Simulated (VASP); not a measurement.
Wanted: the native input for a VASP 6.6.1 run.

| Property | Result |
| --- | --- |
| Task | relaxation of cell and atoms |
| Functional | PBEsol |
| Potentials or basis | VASP PAW PBE potentials, release 64 (Al, Ru_pv) |
| Cutoff | 600 eV |
| k mesh | 16 × 16 × 16 |
| Occupations | gaussian, width 0.1 eV |
| Spin | no spin polarisation |
| Target pressure | 90 GPa |
| Dipole correction | no |
| Further INCAR settings | ALGO = Normal; EDIFF = 1e-06; IBRION = 2; EDIFFG = -0.008; NSW = 70; ISIF = 3 |

The structure of AlRu lies in POSCAR:

```
AlRu
1.0
    2.7467289448      0.0000000000      0.0000000000
    0.0000000000      2.7467289448      0.0000000000
    0.0000000000      0.0000000000      2.7467289448
Al Ru
1 1
Direct
    0.0000000000      0.0000000000      0.0000000000
    0.5000000000      0.5000000000      0.5000000000
```

These files were run (other wordings do the same):

INCAR

```
PREC = Accurate ; ENCUT = 600
EDIFF = 1E-6 ; ISMEAR = 0
SIGMA = 0.1 ; LREAL = False
LASPH = True ; NELM = 60
ALGO = Normal ; ISIF = 3
LWAVE = False ; LCHARG = False
GGA = PS ; IBRION = 2
NSW = 70 ; EDIFFG = -0.008
PSTRESS = 900.0
```

KPOINTS

```
regular mesh
0
Gamma
  16 16 16
```

Potentials or basis: VASP PAW PBE potentials, release 64 (Al, Ru_pv).

Launch:

```console
$ cat potpaw_PBE.64/Al/POTCAR potpaw_PBE.64/Ru_pv/POTCAR > POTCAR
$ mpirun -np 1 vasp_std > vasp.out
```

It gave:

| Item | Value |
| --- | --- |
| Relaxed volume | 10.35 Å³/atom |
| Relaxed cell | a = 2.746 Å, b = 2.746 Å, c = 2.746 Å, α = 90.00°, β = 90.00°, γ = 90.00° |
| Space group after relaxing (to 0.1 Å) | Pm-3m (No. 221) |
| Energy change on relaxing (the run minimises the enthalpy) | +4.6 meV/atom |
| Ionic steps | 3 |
| Pressure after relaxing | 90.0 GPa |
| Band gap on the k mesh | zero (an odd number of electrons rules out a gap without spin polarisation) |

Caveat: the cell is relaxed towards a set pressure, so the run minimises the enthalpy, not the energy; the PAW data sets were made with another functional, which shifts forces and pressure a little.

It took 83 s on 1 thread of Intel Xeon 8259CL (shared host), peak memory 0.19 GiB.
